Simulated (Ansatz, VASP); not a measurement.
## Two plane-wave programs on HfNbSe4

INCAR

```
SYSTEM = HfNbSe4
ALGO     = Normal         ! electronic algorithm
EDIFF    = 1E-6           ! SCF threshold, eV
ENCUT    = 520            ! plane-wave cutoff, eV
GGA      = PE             ! functional
ISIF     = 2              ! what is computed and relaxed
ISMEAR   = 0              ! smearing method
LASPH    = .TRUE.         ! aspherical terms in the spheres
LCHARG   = .TRUE.         ! write CHGCAR
LELF     = .TRUE.         ! ELF
LREAL    = .FALSE.        ! projectors in reciprocal space
LVHAR    = .TRUE.       
LWAVE    = .FALSE.        ! write WAVECAR
NBANDS   = 32             ! bands
NELM     = 100            ! most SCF steps
PREC     = Accurate       ! precision mode
SIGMA    = 0.1            ! smearing width, eV
```

KPOINTS

```
k-points
0
G
  3 3 4
  0 0 0
```

POSCAR

```
HfNbSe4
1.0
    6.0528219000      0.0000000000      0.0000000000
   -3.0264109500      5.2418975300      0.0000000000
    0.0000000000      0.0000000000      4.9048989200
Hf Nb Se
1 1 4
Direct
    0.3333333300      0.6666666700      0.0000000000
    0.6666666700      0.3333333300      0.0000000000
    0.0000000000      0.0000000000      0.0000000000
    0.3316383300      0.1658191600      0.5000000000
    0.8341808400      0.1658191600      0.5000000000
    0.8341808400      0.6683616700      0.5000000000
```

Input for Ansatz:

```yaml
crystal:
  lattice:
    - [6.0528219, 0.0, 0.0]
    - [-3.02641095, 5.24189753, 0.0]
    - [0.0, 0.0, 4.90489892]
  atoms:
    - { symbol: Hf, position: [0.33333333, 0.66666667, 0.0] }
    - { symbol: Nb, position: [0.66666667, 0.33333333, 0.0] }
    - { symbol: Se, position: [0.0, 0.0, 0.0] }
    - { symbol: Se, position: [0.33163833, 0.16581916, 0.5] }
    - { symbol: Se, position: [0.83418084, 0.16581916, 0.5] }
    - { symbol: Se, position: [0.83418084, 0.66836167, 0.5] }
basis:
  ecutwfc: 420
kpoints:
  mp_grid: { grid: [3, 3, 4] }
hamiltonian:
  xc: pbe
scf:
  occupations: { method: gaussian, width: 0.1 }
  lower_state_search: "off"
output:
  forces: true
  stress: true
  eigenvalues: true
```

Change from the starting cell: species swapped into the HoCo4Cu type (P-6m2, No. 187).

Alike in both runs: task single point; functional PBE; k mesh 3 × 3 × 4; occupations gaussian, width 0.1 eV; no spin polarisation.

```csv
,VASP,Ansatz
version,VASP 6.6.1,Ansatz 0.2.0
potentials or method,"VASP PAW PBE potentials, release 64 (Hf_pv, Nb_sv, Se), cutoff 520 eV","scalar-relativistic, plane waves, PAW"
valence electrons in the cell,47,103
```

```csv
,VASP,Ansatz,Ansatz less VASP
gap on the k mesh at the Fermi level (eV),none,none,-
pressure (GPa),-11.3,-11.3,+0.07
"traceless stress, the component that is largest in VASP (GPa)",2.33,2.34,+0.006
rms of the force components (eV/Å),0.440,0.439,-0.0005
```

Atom by atom the forces differ by 0.000 eV/Å (rms over components). A gap of «none» marks a metal or a gap that the smearing closes. VASP's potentials hold 47 valence electrons a cell and Ansatz's 103, so a difference there can come from the potentials and not from the codes.

The k mesh is coarse, so the values compare programs but aren't converged. Spin-orbit coupling is off throughout.
